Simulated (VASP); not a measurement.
A run of VASP 6.6.1 is set up as follows.

POSCAR

```
W
1.0
    0.0000000000      2.0909000000      2.0300000000
    2.0909000000      0.0000000000      2.0300000000
    2.0909000000      2.0909000000      0.0000000000
W
1
Direct
    0.0000000000      0.0000000000      0.0000000000
```

INCAR.step1

```
  PREC = Accurate
  ENCUT = 520
  ISMEAR = 0
  SIGMA = 0.15
  LREAL = False
  LASPH = True
  NELM = 100
  NBANDS = 13
  GGA = PE
  ALGO = Normal
  EDIFF = 1E-4
  LWAVE = True
  LCHARG = False
```

Contents of INCAR.step2:

```
  PREC = Accurate
  ENCUT = 520
  EDIFF = 1E-6
  ISMEAR = 0
  SIGMA = 0.15
  LREAL = False
  LASPH = True
  NELM = 100
  ALGO = Normal
  ISIF = 2
  LWAVE = False
  LCHARG = True
  METAGGA = R2SCAN
  LMIXTAU = True
  LELF = True
  LVHAR = True
  NBANDS = 13
  ISTART = 1
```

File KPOINTS:

```
Automatic mesh
0
Gamma
  20 20 20
```

Potentials or basis: VASP PAW PBE potentials, release 64 (W_sv).

Run with:

```bash
$ cat potpaw_PBE.64/W_sv/POTCAR > POTCAR
$ cp INCAR.step1 INCAR
$ mpirun -np 1 vasp_std > vasp.out
$ cp INCAR.step2 INCAR
$ mpirun -np 1 vasp_std > vasp.out
```

(1) What does it give for the pressure?

(2) Predict the band gap on the k mesh.

Answers

(1) -21.9 GPa.

(2) zero (bands 7 and 8 overlap by 3.40 eV).

Caveat: the cell differs from its parent crystal (strain +0.030 along x and y, +0.000 along z); the stress differs along the axes, from -30 to -18 GPa; the PAW data sets were made with another functional, which shifts forces and pressure a little; spin-orbit coupling is left out, which moves the levels of the heavy elements.
